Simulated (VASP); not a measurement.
# ZnSe (gw) (F-43m) in VASP: a series of runs

ZnSe (gw) is run at these levels: PBE; tasks: single point.

All numbers are computed with VASP 6.6.1; they aren't measurements. Logs are shortened: lines on timing, memory, paths and dates and some standing lists are left out, and cuts for length are marked.

## 1. The cell of the first run

The structure is cubic, space group F-43m (No. 216). The conventional cell has a = 5.733 Å, b = 5.733 Å, c = 5.733 Å, α = 90.00°, β = 90.00°, γ = 90.00°. Zn (site symmetry -43m) has 4 Se at 2.48 Å within 3.3 Å. Within 3.3 Å of Se (site symmetry -43m) lie 4 Zn at 2.48 Å.

## 2. Single point, PBE

File INCAR:

```
  ALGO = Normal
  EDIFF = 1E-6
  ENCUT = 500
  GGA = PE
  GGA_COMPAT = F
  ISIF = 2
  ISMEAR = 0
  LASPH = T
  LCHARG = T
  LELF = T
  LREAL = F
  LVHAR = T
  LWAVE = F
  NBANDS = 16
  NELM = 120
  PREC = Accurate
  SIGMA = 0.01
```

File KPOINTS:

```
k-points
0
Gamma
  4 4 4
```

File POSCAR:

```
ZnSe
1.0
    0.0000000000      2.8664304615      2.8664304615
    2.8664304615      0.0000000000      2.8664304615
    2.8664304615      2.8664304615      0.0000000000
Zn Se
1 1
Direct
    0.0000000000      0.0000000000      0.0000000000
    0.2500000000      0.2500000000      0.2500000000
```

Potentials or basis: VASP PAW PBE potentials, release 64 (Zn, Se).

Started as:

```sh
> cat potpaw_PBE.64/Zn/POTCAR potpaw_PBE.64/Se/POTCAR > POTCAR
> mpirun -np 1 vasp_std > vasp.out
```

OUTCAR:

```text
EDIFF = 1E-6
   ENCUT = 500
   GGA = PE
   ISIF = 2
   ISMEAR = 0
   LASPH = T
   LREAL = F
   NELM = 120
   PREC = Accurate

 ion  position               nearest neighbor table
   1  0.000  0.000  0.000-   2 2.48   2 2.48   2 2.48   2 2.48
   2  0.250  0.250  0.250-   1 2.48   1 2.48   1 2.48   1 2.48

  LATTYP: Found a face centered cubic cell.
 ALAT       =     5.7328609230

  Lattice vectors:

 A1 = (   0.0000000000,   2.8664304615,   2.8664304615)
 A2 = (   2.8664304615,   0.0000000000,   2.8664304615)
 A3 = (   2.8664304615,   2.8664304615,   0.0000000000)

Analysis of symmetry for initial positions (statically):
=====================================================================
 Subroutine PRICEL returns:
 Original cell was already a primitive cell.

 Routine SETGRP: Setting up the symmetry group for a
 face centered cubic supercell.

 Subroutine GETGRP returns: Found 24 space group operations
 (whereof 24 operations were pure point group operations)
 out of a pool of 48 trial point group operations.

The static configuration has the point symmetry T_d .

Analysis of symmetry for dynamics (positions and initial velocities):
=====================================================================
 Subroutine PRICEL returns:
 Original cell was already a primitive cell.

 Routine SETGRP: Setting up the symmetry group for a
 face centered cubic supercell.

 Subroutine GETGRP returns: Found 24 space group operations
 (whereof 24 operations were pure point group operations)
 out of a pool of 48 trial point group operations.

The dynamic configuration has the point symmetry T_d .

 Subroutine INISYM returns: Found 24 space group operations
 (whereof 24 operations are pure point group operations),
 and found     1 'primitive' translations

----------------------------------------------------------------------------------------

                                     Primitive cell

  volume of cell :      47.1036

  direct lattice vectors                    reciprocal lattice vectors
     0.000000000  2.866430461  2.866430461    -0.174432977  0.174432977  0.174432977
     2.866430461  0.000000000  2.866430461     0.174432977 -0.174432977  0.174432977
     2.866430461  2.866430461  0.000000000     0.174432977  0.174432977 -0.174432977

  length of vectors
     4.053744834  4.053744834  4.053744834     0.302126779  0.302126779  0.302126779

  position of ions in fractional coordinates (direct lattice)
     0.000000000  0.000000000  0.000000000
     0.250000000  0.250000000  0.250000000

  ion indices of the primitive-cell ions
   primitive index   ion index
                 1           1
                 2           2

----------------------------------------------------------------------------------------

 KPOINTS: k-points

Automatic generation of k-mesh.
 Grid dimensions read from file:
 generate k-points for:    4    4    4

 Generating k-lattice:

  Cartesian coordinates                     Fractional coordinates (reciprocal lattice)
    -0.043608244  0.043608244  0.043608244     0.250000000  0.000000000  0.000000000
     0.043608244 -0.043608244  0.043608244     0.000000000  0.250000000  0.000000000
     0.043608244  0.043608244 -0.043608244     0.000000000  0.000000000  0.250000000

  Length of vectors
     0.075531695  0.075531695  0.075531695

  Shift w.r.t. Gamma in fractional coordinates (k-lattice)
     0.000000000  0.000000000  0.000000000

 Subroutine IBZKPT returns following result:
 ===========================================

 Found      8 irreducible k-points:

 Following reciprocal coordinates:
            Coordinates               Weight
  0.000000  0.000000  0.000000      1.000000
  0.250000  0.000000  0.000000      8.000000
  0.500000  0.000000  0.000000      4.000000
  0.250000  0.250000  0.000000      6.000000
  0.500000  0.250000  0.000000     24.000000
 -0.250000  0.250000  0.000000     12.000000
  0.500000  0.500000  0.000000      3.000000
 -0.250000  0.500000  0.250000      6.000000
   k-points           NKPTS =      8   k-points in BZ     NKDIM =      8   number of bands    NBANDS=     16
   number of dos      NEDOS =    301   number of ions     NIONS =      2
   total plane-waves  NPLWV =  27000
   dimension x,y,z NGX =    30 NGY =   30 NGZ =   30
   dimension x,y,z NGXF=    60 NGYF=   60 NGZF=   60
   ions per type =               1   1
   NGX,Y,Z   is equivalent  to a cutoff of  12.30, 12.30, 12.30 a.u.
   NGXF,Y,Z  is equivalent  to a cutoff of  24.61, 24.61, 24.61 a.u.
 SYSTEM =  unknown system
   PREC   = accura    normal or accurate (medium, high low for compatibility)
   ISTART =      0    job   : 0-new  1-cont  2-samecut
   ICHARG =      2    charge: 1-file 2-atom 10-const
   ISPIN  =      1    spin polarized calculation?
   LNONCOLLINEAR =      F non collinear calculations
   LSORBIT =      F    spin-orbit coupling
   LASPH  =      T    aspherical Exc in radial PAW
   ENCUT  =  500.0 eV  36.75 Ry    6.06 a.u.   7.39  7.39  7.39*2*pi/ulx,y,z
   NELM   =    120;   NELMIN=  2; NELMDL= -5     # of ELM steps
   EDIFF  = 0.1E-05   stopping-criterion for ELM
   LREAL  =      F    real-space projection
   EDIFFG = 0.1E-04   stopping-criterion for IOM
   NSW    =      0    number of steps for IOM
   IBRION =     -1    ionic relax: 0-MD 1-quasi-New 2-CG
   NFREE  =      0    steps in history (QN), initial steepest desc. (CG)
   ISIF   =      2    stress and relaxation
   ISYM   =      2    0-nonsym 1-usesym 2-fastsym
   POTIM  = 0.5000    time-step for ionic-motion
   TEBEG  =    0.0;   TEEND  =   0.0 temperature during run
   PSTRESS=    0.0 pullay stress
   NELECT =      18.0000    total number of electrons
   NUPDOWN=      -1.0000    fix difference up-down
   EMIN   =  10.00;   EMAX   =-10.00  energy-range for DOS
   EFERMI =   0.00;   METHOD = LEGACY
   ISMEAR =     0;   SIGMA  =   0.01  broadening in eV -4-tet -1-fermi 0-gaus
   EFERMI_NEDOS =   21; number of points for ismear=-14 and -15
   IALGO  =     38    algorithm
   IMIX   =      4    mixing-type and parameters
     AMIX     =   0.40;   BMIX     =  1.00
     AMIX_MAG =   1.60;   BMIX_MAG =  1.00
  volume/ion in A,a.u.               =      23.55       158.94
  Fermi-wavevector in a.u.,A,eV,Ry     =   1.187994  2.244983 19.202308  1.411330
  Thomas-Fermi vector in A             =   2.324133
   LORBIT       =      0    0 simple, 1 ext, 2 COOP (PROOUT), +10 PAW based schemes
   GGA     = PE    functional components
   LHFCALC =     F    Hartree Fock is set to
   AEXX    =    0.0000 exact exchange contribution
   IVDW    =     0    specifies the selected vdW correction
   LEPSILON=     F    determine dielectric tensor
   LRPA    =     F    only Hartree local field effects (RPA)
 non-spin polarized calculation
 Gauss-broadening in eV      SIGMA  =   0.01
  energy-cutoff  :      500.00
  volume of cell :       47.10
 maximum number of plane-waves:      1243
 NGX is ok and might be reduce to    30
   NGX = 15   NGY = 15   NGZ = 15

 number of electron      18.0000017 magnetization

 Free energy of the ion-electron system (eV)
  ---------------------------------------------------
  ext. energy  EPLUGINS =         0.00000000
  ---------------------------------------------------
  free energy    TOTEN  =        -5.96853011 eV

  energy without entropy =       -5.96853011  energy(sigma->0) =       -5.96853011

 E-fermi :   1.4781     XC(G=0):  -9.1515

 val. band max:        1.3551879323   @ k =   0.0000   0.0000   0.0000
 cond. band min:       2.4951999294   @ k =   0.0000   0.0000   0.0000
 fundamental gap:      1.1400119971
 Fermi energy:         1.4780742383

 k-point     1 :       0.0000    0.0000    0.0000
  band No.  band energies     occupation
      1     -11.6847      2.00000
      2      -5.1019      2.00000
      3      -5.1019      2.00000
      4      -5.1019      2.00000
      5      -4.7655      2.00000
      6      -4.7655      2.00000
[... 8 lines left out ...]
     15      12.7260      0.00000
     16      12.7260      0.00000

 k-point     2 :       0.2500    0.0000    0.0000
  band No.  band energies     occupation
      1     -11.3457      2.00000
      2      -5.0553      2.00000
      3      -5.0553      2.00000
      4      -5.0343      2.00000
      5      -4.7652      2.00000
      6      -4.7652      2.00000
[... 8 lines left out ...]
     15      11.7363      0.00000
     16      11.9973      0.00000

 k-point     3 :       0.5000    0.0000    0.0000
  band No.  band energies     occupation
      1     -10.9495      2.00000
      2      -5.0214      2.00000
      3      -5.0214      2.00000
      4      -4.7486      2.00000
      5      -4.7486      2.00000
      6      -4.6175      2.00000
[... 8 lines left out ...]
     15      14.3044      0.00000
     16      14.3044      0.00000

 k-point     4 :       0.2500    0.2500    0.0000
  band No.  band energies     occupation
      1     -11.2320      2.00000
      2      -5.0994      2.00000
      3      -4.9999      2.00000
      4      -4.9999      2.00000
      5      -4.7876      2.00000
      6      -4.7434      2.00000
[... 8 lines left out ...]
     15      13.5795      0.00000
     16      14.8969      0.00000

 k-point     5 :       0.5000    0.2500    0.0000
  band No.  band energies     occupation
      1     -10.8327      2.00000
      2      -5.0177      2.00000
      3      -4.9465      2.00000
      4      -4.8521      2.00000
      5      -4.7406      2.00000
      6      -4.6294      2.00000
[... 8 lines left out ...]
     15      14.4740      0.00000
     16      15.2261      0.00000

 k-point     6 :      -0.2500    0.2500    0.0000
  band No.  band energies     occupation
      1     -10.9666      2.00000
      2      -5.0086      2.00000
      3      -4.9947      2.00000
      4      -4.8544      2.00000
      5      -4.7758      2.00000
      6      -4.7163      2.00000
[... 8 lines left out ...]
     15      13.1601      0.00000
     16      15.2217      0.00000

 k-point     7 :       0.5000    0.5000    0.0000
  band No.  band energies     occupation
      1     -10.7005      2.00000
      2      -5.0526      2.00000
      3      -4.8711      2.00000
      4      -4.8711      2.00000
      5      -4.7214      2.00000
      6      -4.5970      2.00000
[... 8 lines left out ...]
     15      15.1683      0.00000
     16      15.6169      0.00000

 k-point     8 :      -0.2500    0.5000    0.2500
  band No.  band energies     occupation
      1     -10.6960      2.00000
      2      -4.9875      2.00000
      3      -4.9140      2.00000
      4      -4.7925      2.00000
      5      -4.7904      2.00000
      6      -4.4899      2.00000
[... 8 lines left out ...]
     15      14.9177      0.00000
     16      15.2568      0.00000

------------------------ aborting loop because EDIFF is reached ----------------------------------------

  FORCE on cell =-STRESS in cart. coord.  units (eV):
  Direction    XX          YY          ZZ          XY          YZ          ZX
  --------------------------------------------------------------------------------------
  -------------------------------------------------------------------------------------
  Total        0.1501563      0.1501563      0.1501563      0.0000000      0.0000000      0.0000000
  in kB        5.1074018      5.1074018      5.1074018      0.0000000      0.0000000      0.0000000
  external PRESSURE =       5.1074018 kB  Pullay stress =       0.0000000 kB

 VOLUME and BASIS-vectors are now :
 -----------------------------------------------------------------------------
  energy-cutoff  :      500.00
  volume of cell :       47.10
      direct lattice vectors                 reciprocal lattice vectors
     0.000000000  2.866430461  2.866430461    -0.174432977  0.174432977  0.174432977
     2.866430461  0.000000000  2.866430461     0.174432977 -0.174432977  0.174432977
     2.866430461  2.866430461  0.000000000     0.174432977  0.174432977 -0.174432977

 POSITION                                       TOTAL-FORCE (eV/Angst)
 -----------------------------------------------------------------------------------
      0.00000      0.00000      0.00000         0.000000     -0.000000     -0.000000
      1.43322      1.43322      1.43322        -0.000000      0.000000      0.000000
 -----------------------------------------------------------------------------------
    total drift:                               -0.000000     -0.000000     -0.000001

  FREE ENERGIE OF THE ION-ELECTRON SYSTEM (eV)
  ---------------------------------------------------
  free  energy   TOTEN  =        -5.9685301139 eV

  energy  without entropy=       -5.9685301139  energy(sigma->0) =       -5.96853011
```

Run time: 9.3 s. Hardware: 1 thread of Intel Xeon Platinum 8259CL at 2.50GHz (Skylake/Cascade Lake), shared host; peak memory 0.16 GiB.

What came out:

- Free energy: -5.9685 eV
- Pressure: 0.5 GPa
- Band gap on the k mesh: 1.14 eV, direct

Caveat: the k points lie up to 0.47 Å⁻¹ apart.

## 3. Single point, PBE

File INCAR:

```
SYSTEM = ZnSe
ALGO = Normal
EDIFF = 1E-6
ENCUT = 500
GGA = PE
GGA_COMPAT = .False.
ISIF = 2
ISMEAR = 0
LASPH = .True.
LCHARG = .False.
LREAL = .False.
LWAVE = .False.
NBANDS = 16
NELM = 120
PREC = Accurate
SIGMA = 0.01
```

File KPOINTS:

```
k-points
0
Gamma
  4 4 4
  0 0 0
```

POSCAR is that of step 2.

Potentials or basis: VASP PAW PBE potentials, release 64 (Zn, Se).

Started as:

```sh
> cat potpaw_PBE.64/Zn/POTCAR potpaw_PBE.64/Se/POTCAR > POTCAR
> mpirun -np 1 vasp_std > vasp.out
```

It took 9.6 s on 1 thread of Intel Xeon Platinum 8259CL at 2.50GHz (Skylake/Cascade Lake), shared host; peak memory 0.16 GiB.

The run converged. Its results:

* Free energy: -5.9685 eV
* Pressure: 0.5 GPa
* Band gap on the k mesh: 1.14 eV, direct

Levels at points of the mesh, in eV from the valence-band top:
| k point | band 6 | band 7 | band 8 | band 9 | band 10 | band 11 | band 12 | band 13 |
| --- | --- | --- | --- | --- | --- | --- | --- | --- |
| (0.00, 0.00, 0.00) | -6.12 | 0.00 | 0.00 | 0.00 | 1.14 | 5.79 | 5.79 | 5.79 |
| (0.50, 0.00, 0.00) | -5.97 | -5.02 | -0.82 | -0.82 | 2.47 | 6.36 | 6.36 | 8.47 |
| (0.50, 0.50, 0.00) | -5.95 | -4.62 | -2.07 | -2.07 | 3.04 | 3.44 | 10.50 | 11.00 |

Caveat: the k points lie up to 0.47 Å⁻¹ apart. Expect the measured gap to be larger: semilocal functionals such as PBE lack the derivative discontinuity.
